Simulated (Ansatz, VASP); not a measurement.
**Two plane-wave programs on RbBi3**

Contents of INCAR:

```
SYSTEM = RbBi3
PREC = Accurate
ENCUT = 520
EDIFF = 1E-6
ISMEAR = 0
SIGMA = 0.1
LREAL = .FALSE.
LASPH = .TRUE.
NELM = 60
ALGO = Normal
ISIF = 2
LWAVE = .FALSE.
LCHARG = .TRUE.
GGA = PE
LELF = .TRUE.
LVHAR = .TRUE.
NBANDS = 35
```

File KPOINTS:

```
Automatic mesh
0
G
  4 4 4
  0 0 0
```

Contents of POSCAR:

```
RbBi3
1.0
    5.0697962746      0.0000000000      0.0000000000
    0.0000000000      5.0697962746      0.0000000000
    0.0000000000      0.0000000000      5.0697962746
Rb Bi
1 3
Direct
    0.0000000000      0.0000000000      0.0000000000
    0.0000000000      0.5000000000      0.5000000000
    0.5000000000      0.0000000000      0.5000000000
    0.5000000000      0.5000000000      0.0000000000
```

Input for Ansatz:

```yaml
crystal:
  lattice:
    - [5.0697962746, 0.0, 0.0]
    - [0.0, 5.0697962746, 0.0]
    - [0.0, 0.0, 5.0697962746]
  atoms:
    - { symbol: Rb, position: [0.0, 0.0, 0.0] }
    - { symbol: Bi, position: [0.0, 0.5, 0.5] }
    - { symbol: Bi, position: [0.5, 0.0, 0.5] }
    - { symbol: Bi, position: [0.5, 0.5, 0.0] }
basis:
  ecutwfc: 420
kpoints:
  mp_grid: { grid: [4, 4, 4] }
hamiltonian:
  xc: pbe
scf:
  occupations: { method: gaussian, width: 0.1 }
  lower_state_search: "off"
output:
  forces: true
  stress: true
  eigenvalues: true
```

Alike in both runs: task single point; functional PBE; k mesh 4 × 4 × 4; occupations gaussian, width 0.1 eV; no spin polarisation.

```csv
,VASP,Ansatz
version,VASP 6.6.1,Ansatz 0.2.0
potentials or method,"VASP PAW PBE potentials, release 64 (Rb_sv, Bi_d), cutoff 520 eV","scalar-relativistic, plane waves, PAW"
valence electrons in the cell,54,54
```

```csv
,VASP,Ansatz,Ansatz less VASP
gap on the k mesh at the Fermi level (eV),none,none,-
pressure (GPa),1.8,1.8,-0.01
```

A gap of «none» marks a metal or a gap that the smearing closes.

Spin-orbit coupling is off throughout.
